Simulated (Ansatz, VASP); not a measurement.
**Two plane-wave programs on Ag2O**

```
CELL_PARAMETERS angstrom
4.75720 0.00000 0.00000
0.00000 4.75720 0.00000
0.00000 0.00000 4.75720
ATOMIC_POSITIONS crystal
Ag 0.25000 0.25000 0.25000
Ag 0.25000 0.75000 0.75000
Ag 0.75000 0.75000 0.25000
Ag 0.75000 0.25000 0.75000
O 0.00000 0.00000 0.00000
O 0.50000 0.50000 0.50000
```

Alike in both runs: task single point; functional r2SCAN; k mesh 6 × 6 × 6; occupations gaussian, width 0.1147 eV; no spin polarisation.

|  | VASP | Ansatz |
| --- | --- | --- |
| version | VASP 6.6.1 | Ansatz 0.2.0 |
| potentials or method | VASP PAW PBE potentials, release 64 (Ag, O), cutoff 660 eV | PAW plane waves |
| valence electrons in the cell | 56 | 88 |

```csv
,VASP,Ansatz,Ansatz less VASP
pressure (GPa),-0.2,0.0,+0.18
```

VASP's potentials were made for PBE, not for r2SCAN. VASP's potentials hold 56 valence electrons a cell and Ansatz's 88, so a difference there can come from the potentials and not from the codes.
